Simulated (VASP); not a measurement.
Wanted: the native input for a VASP 6.6.1 run.

* Task: single point
* Functional: PBE
* Potentials or basis: VASP PAW PBE potentials, release 64 (Cs_sv, V_sv, H)
* Cutoff: 520 eV
* k mesh: 3 × 3 × 4
* Occupations: gaussian, width 0.1 eV
* Spin: collinear spin, ferromagnetic start
* Starting moments: [0.0, 0.0, 2.0, 2.0, 0.0, 0.0, 0.0, 0.0, 0.0, 0.0] μB
* Dipole correction: no
* Further INCAR settings: ALGO = Normal; EDIFF = 1e-06; NBANDS = 40

The structure of CsVH3 lies in POSCAR:

```
CsVH3
1.0
    6.3956304964     -0.0000000026      0.0000000000
   -3.1978152459      5.5387784844      0.0000000000
    0.0000000000      0.0000000000      5.2506946885
Cs V H
2 2 6
Direct
    0.3333333333      0.6666666667      0.7500000000
    0.6666666667      0.3333333333      0.2500000000
    0.0000000000      0.0000000000      0.0000000000
    0.0000000000      0.0000000000      0.5000000000
    0.8764199503      0.7528399006      0.7500000000
    0.2471600994      0.1235800497      0.7500000000
    0.8764199503      0.1235800497      0.7500000000
    0.1235800497      0.2471600994      0.2500000000
    0.7528399006      0.8764199503      0.2500000000
    0.1235800497      0.8764199503      0.2500000000
```

These files were run (other wordings do the same):

INCAR

```
PREC = Accurate
ENCUT = 520
EDIFF = 1E-6
ISMEAR = 0
SIGMA = 0.1
LREAL = F
LASPH = T
NELM = 150
ALGO = Normal
ISIF = 2
LWAVE = F
LCHARG = F
ISPIN = 2
MAGMOM = 0 0 2 2 0 0 0 0 0 0
LORBIT = 11
LMAXMIX = 4
GGA = PE
NBANDS = 40
```

KPOINTS

```
regular mesh
0
Gamma
  3 3 4
```

Potentials or basis: VASP PAW PBE potentials, release 64 (Cs_sv, V_sv, H).

Command:

```sh
$ cat potpaw_PBE.64/Cs_sv/POTCAR potpaw_PBE.64/V_sv/POTCAR potpaw_PBE.64/H/POTCAR > POTCAR
$ mpirun -np 1 vasp_std > vasp.out
```

It gave:

```json
{"Pressure": "-0.1 GPa", "Net moment": "5.94 μB per cell", "Site moments": "Cs +0.03; V +2.41; H -0.02 μB", "Valence electrons inside the program's atomic spheres": "Cs 6.57; V 11.47; H 0.55"}
```

Caveat: the k points lie up to 0.38 Å⁻¹ apart.

Run time: 2.8 min on 1 thread of Intel(R) Xeon(R) Platinum 8488C (Sapphire Rapids), with other jobs on the host, peak memory 0.41 GiB.
